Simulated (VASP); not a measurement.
Runs of VASP 6.6.1 on Ta2Ga. The structure is that of space group P6/mmm (No. 191), or close to it. The cells are those of the table. 

```tsv
task	cell	k mesh	cutoff (eV)	gap on the mesh (eV)	pressure (GPa)	relaxed volume (Å³/atom)
relaxation of cell and atoms	relaxed from a = 3.710, b = 3.710, c = 4.006 Å, angles 90.0, 90.0, 120.0°, 3 atoms	6 × 6 × 4	600	none	0.0	17.72
single point	a = 4.671, b = 4.671, c = 2.811 Å, angles 90.0, 90.0, 120.0°, 3 atoms	6 × 6 × 4	520	none	0.2	-
single point	a = 3.710, b = 3.710, c = 4.006 Å, angles 90.0, 90.0, 120.0°, 3 atoms	6 × 6 × 4	520	none	73.5	-
single point	a = 4.711, b = 4.711, c = 2.769 Å, angles 90.0, 90.0, 120.0°, 3 atoms	6 × 6 × 6	520	none	(a)	-
single point	a = 4.701, b = 4.701, c = 2.780 Å, angles 90.0, 90.0, 120.0°, 3 atoms	12 × 12 × 16	520	none	0.2	-
relaxation of cell and atoms	relaxed from a = 4.671, b = 4.671, c = 2.811 Å, angles 90.0, 90.0, 120.0°, 3 atoms	6 × 6 × 6	600	none	-0.2	17.79
```

Alike in all rows: level PBE; potentials or basis VASP PAW PBE potentials, release 64 (Ta_pv, Ga_d); no spin polarisation; smearing gaussian 0.1 eV.

Question: Estimate the missing entries.

Answer: (a) 0.3.

Caveats: some runs use coarse meshes; spin-orbit coupling is left out, which moves the levels of the heavy elements.

A k mesh can miss the band edges, and the runs leave out spin-orbit coupling on Ga, Ta.

A gap of «none» marks levels without a gap at the run's occupations.
